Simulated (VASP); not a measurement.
Input of a VASP 6.6.1 run:

INCAR

```
SYSTEM = AlP5
ALGO = Normal ; EDIFF = 1E-6
ENCUT = 520 ; GGA = PE
ISIF = 2 ; ISMEAR = 0
LASPH = .True. ; LCHARG = .False.
LREAL = .False. ; LWAVE = .False.
NBANDS = 23 ; NELM = 80
PREC = Accurate ; SIGMA = 0.1
```

Contents of KPOINTS:

```
k-points
0
Gamma
  4 4 4
  0 0 0
```

POSCAR

```
AlP5
1.0
    5.1954277400      0.0000000000      0.0000000000
    0.0000000000      5.1954277400      0.0000000000
    0.0000000000      0.0000000000      4.7862086500
Al P
1 5
Direct
    0.5000000000      0.5000000000      0.0000000000
    0.7184055600      0.7184055600      0.0000000000
    0.2815944400      0.2815944400      0.0000000000
    0.2815944400      0.7184055600      0.0000000000
    0.7184055600      0.2815944400      0.0000000000
    0.0000000000      0.0000000000      0.0000000000
```

Potentials or basis: VASP PAW PBE potentials, release 64 (Al, P).

Command:

```bash
$ cat potpaw_PBE.64/Al/POTCAR potpaw_PBE.64/P/POTCAR > POTCAR
$ mpirun -np 1 vasp_std > vasp.out
```

Task: Estimate the pressure.

Result: 82.8 GPa.

Task: What does it give for the band gap on the k mesh?

Result: Zero (bands 14 and 15 overlap by 1.77 eV).

Task: What does it give for the largest force?

Result: 26.169 eV/Å.

Forces on the atoms (eV/Å):
```
Al    0.000   0.000   0.000
P    18.504  18.504   0.000
P   -18.504 -18.504   0.000
P   -18.504  18.504   0.000
P    18.504 -18.504   0.000
P     0.000   0.000   0.000
```

Caveat: the stress differs along the axes, from -0 to 124 GPa; forces of over 1 eV/Å act on the atoms, so gaps and moduli don't describe the material at rest.
